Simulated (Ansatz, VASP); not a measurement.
## ZnSe in VASP and in Ansatz

POSCAR

```
ZnSe
1.0
    4.1077020000      0.0000000000      0.0000000000
    0.0000000000      4.1077020000      0.0000000000
    0.0000000000      0.0000000000      6.0703500000
Zn Se
2 2
Direct
    0.0000000000      0.0000000000      0.0000000000
    0.5000000000      0.5000000000      0.0000000000
    0.0000000000      0.5000000000      0.2462800003
    0.5000000000      0.0000000000      0.7537199997
```

The input INCAR.step1:

```
SYSTEM = ZnSe
ALGO     = Normal         ! electronic algorithm
EDIFF    = 1E-5           ! SCF threshold, eV
ENCUT    = 400            ! plane-wave cutoff, eV
GGA      = PE             ! functional
GGA_COMPAT= .False.      
ISIF     = 2              ! what is computed and relaxed
ISMEAR   = 0              ! smearing method
LASPH    = .True.         ! aspherical terms in the spheres
LREAL    = .False.        ! projectors in reciprocal space
LWAVE    = .True.         ! write WAVECAR
NBANDS   = 26             ! bands
NELM     = 120            ! most SCF steps
PREC     = Accurate       ! precision mode
SIGMA    = 0.01           ! smearing width, eV
```

Contents of INCAR.step2:

```
SYSTEM = ZnSe
AEXX     = 0.25           ! exact-exchange fraction
ALGO     = Normal         ! electronic algorithm
EDIFF    = 1E-6           ! SCF threshold, eV
ENCUT    = 400            ! plane-wave cutoff, eV
GGA      = PE             ! functional
GGA_COMPAT= .False.      
ISIF     = 2              ! what is computed and relaxed
ISMEAR   = 0              ! smearing method
ISTART   = 1            
LASPH    = .True.         ! aspherical terms in the spheres
LCHARG   = .True.         ! write CHGCAR
LELF     = .True.         ! ELF
LHFCALC  = .True.         ! exact exchange
LREAL    = .False.        ! projectors in reciprocal space
LVHAR    = .True.       
LWAVE    = .False.        ! write WAVECAR
NBANDS   = 26             ! bands
NELM     = 120            ! most SCF steps
PREC     = Accurate       ! precision mode
PRECFOCK = Normal       
SIGMA    = 0.01           ! smearing width, eV
```

The input KPOINTS:

```
k-points
0
Gamma
  4 4 2
  0 0 0
```

Input for Ansatz:

```yaml
crystal:
  lattice:
    - [4.107702, 0.0, 0.0]
    - [0.0, 4.107702, 0.0]
    - [0.0, 0.0, 6.07035]
  atoms:
    - { symbol: Zn, position: [0.0, 0.0, 0.0] }
    - { symbol: Zn, position: [0.5, 0.5, 0.0] }
    - { symbol: Se, position: [0.0, 0.5, 0.24628000032947028] }
    - { symbol: Se, position: [0.5, 0.0, 0.7537199996705296] }
basis:
  ecutwfc: 517.016338673772
kpoints:
  mp_grid:
    grid: [4, 4, 2]
hamiltonian:
  xc: pbe0
scf:
  occupations:
    method: fixed
output:
  eigenvalues: true
```

Alike in both runs: task single point; functional PBE0; k mesh 4 × 4 × 2; no spin polarisation.

|  | VASP | Ansatz |
| --- | --- | --- |
| version | VASP 6.6.1 | Ansatz 0.2.0 |
| potentials or method | VASP PAW PBE potentials, release 64 (Zn, Se), cutoff 400 eV | plane waves, PAW |
| occupations | gaussian, width 0.01 eV | fixed |
| valence electrons in the cell | 36 | 56 |

Ansatz gave:

* gap on the k mesh at the Fermi level (eV): 3.61

Question: What did VASP give for the same quantities?

Answer: gap on the k mesh at the Fermi level (eV): 3.64.

VASP's potentials hold 36 valence electrons a cell and Ansatz's 56, so a difference there can come from the potentials and not from the codes.

The k mesh is coarse, so the values compare programs but aren't converged.
